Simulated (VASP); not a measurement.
BaSrInSbO6, 10 atoms in the cell. It takes space group F-43m (No. 216, cubic). Conventional cell: a = 8.323 Å, b = 8.323 Å, c = 8.323 Å, α = 90.00°, β = 90.00°, γ = 90.00°. Ba (site symmetry -43m) has 12 O at 2.94 Å and 4 In at 3.60 Å and 4 Sb at 3.60 Å within 3.9 Å. Within 3.9 Å of Sr (site symmetry -43m) lie 12 O at 2.94 Å and 4 Sb at 3.60 Å and 4 In at 3.60 Å. In (site symmetry -43m) has 6 O at 2.16 Å within 2.9 Å. Within 2.7 Å of Sb (site symmetry -43m) lie 6 O at 2.00 Å. O (site symmetry 2mm) has 1 Sb at 2.00 Å and 1 In at 2.16 Å within 2.7 Å. 

* Program: VASP 6.6.1
* Task: single point
* Functional: LDA
* Potentials or basis: VASP PAW LDA potentials, release 64 (Ba_sv, Sr_sv, In_d, Sb, O)
* Cutoff: 520 eV
* k mesh: 4 × 4 × 4
* Occupations: gaussian, width 0.01 eV
* Spin: no spin polarisation
* Dipole correction: no
* Further INCAR settings: ALGO = Normal; EDIFF = 1e-07; NBANDS = 48

Potentials or basis: VASP PAW LDA potentials, release 64 (Ba_sv, Sr_sv, In_d, Sb, O).

Run with:

```bash
$ cat potpaw_LDA.64/Ba_sv/POTCAR potpaw_LDA.64/Sr_sv/POTCAR potpaw_LDA.64/In_d/POTCAR potpaw_LDA.64/Sb/POTCAR potpaw_LDA.64/O/POTCAR > POTCAR
$ mpirun -np 1 vasp_std > vasp.out
```

Hardware: 1 thread of Intel(R) Xeon(R) 6975P-C (Granite Rapids) (shared host).

Q: How long does it take, and how much memory?

A: Wall time 53 s on 1 thread of Intel(R) Xeon(R) 6975P-C (Granite Rapids), on a shared host, peak memory 0.29 GiB. Counts: scf iterations 14, k points 8.
